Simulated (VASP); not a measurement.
Write the native input for VASP 6.6.1 that does the following.

```yaml
Task: single point
Functional: PBEsol
Potentials_or_basis: VASP PAW PBE potentials, release 64 (Zr_sv, B)
Cutoff: 520 eV
k_mesh: 10 × 10 × 8
Occupations: methfessel-paxton, width 0.15 eV
Spin: no spin polarisation
Dipole_correction: no
Further_INCAR_settings: ALGO = Normal; EDIFF = 1e-06; NBANDS = 16
```

The structure of ZrB2 lies in POSCAR:

```
ZrB2
1.0
    3.2117153101      0.0000000000      0.0000000000
   -1.6058576551      2.7814275245      0.0000000000
    0.0000000000      0.0000000000      3.5794921737
Zr B
1 2
Direct
    0.0000000000      0.0000000000      0.0000000000
    0.3333333333      0.6666666667      0.5000000000
    0.6666666667      0.3333333333      0.5000000000
```

One way to write it, as run:

INCAR

```
ALGO = Normal ; EDIFF = 1E-6
ENCUT = 520 ; GGA = PS
ISIF = 2 ; ISMEAR = 1
LASPH = True ; LCHARG = True
LELF = True ; LREAL = False
LVHAR = True ; LWAVE = False
NBANDS = 16 ; NELM = 100
PREC = Accurate ; SIGMA = 0.15
```

KPOINTS

```
k-points
0
Gamma
  10 10 8
```

Potentials or basis: VASP PAW PBE potentials, release 64 (Zr_sv, B).

Launch:

```bash
$ cat potpaw_PBE.64/Zr_sv/POTCAR potpaw_PBE.64/B/POTCAR > POTCAR
$ mpirun -np 1 vasp_std > vasp.out
```

It gave:

- Pressure: -12.3 GPa
- Band gap on the k mesh: zero (band 9 reaches 10.53 eV, above the bottom of band 10 at 9.77 eV)

Caveat: the PAW data sets were made with another functional, which shifts forces and pressure a little.

Run time: 14 s on 1 thread of Intel Xeon 6975P-C, on a shared host, peak memory 0.17 GiB.
